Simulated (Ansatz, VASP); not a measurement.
# TePb: VASP beside Ansatz

```xyz
2
Lattice="0.0000 3.2709 3.2709 3.2709 0.0000 3.2709 3.2709 3.2709 0.0000" Properties=species:S:1:pos:R:3 pbc="T T T"
Te    0.0000    0.0000    0.0000
Pb    3.2709    3.2709    3.2709
```

Alike in both runs: task single point; functional LDA; k mesh 6 × 6 × 6; occupations gaussian, width 0.1 eV; no spin polarisation.

```csv
,VASP,Ansatz
version,VASP 6.6.1,Ansatz 0.2.0
potentials or method,"VASP PAW LDA potentials, release 64 (Te, Pb_d), cutoff 500 eV","scalar-relativistic, plane waves, PAW"
valence electrons in the cell,20,30
```

```tsv
	VASP	Ansatz	Ansatz less VASP
gap on the k mesh at the Fermi level (eV)	0.71	0.72	+0.013
least direct gap on the mesh (eV)	0.71	0.72	+0.013
pressure (GPa)	-3.0	-3.1	-0.05
```

LDA's correlation is that of Perdew and Zunger in VASP and of Perdew and Wang (1992) in Ansatz. VASP's potentials hold 20 valence electrons a cell and Ansatz's 30, so a difference there can come from the potentials and not from the codes.

Neither program's run includes spin-orbit coupling.
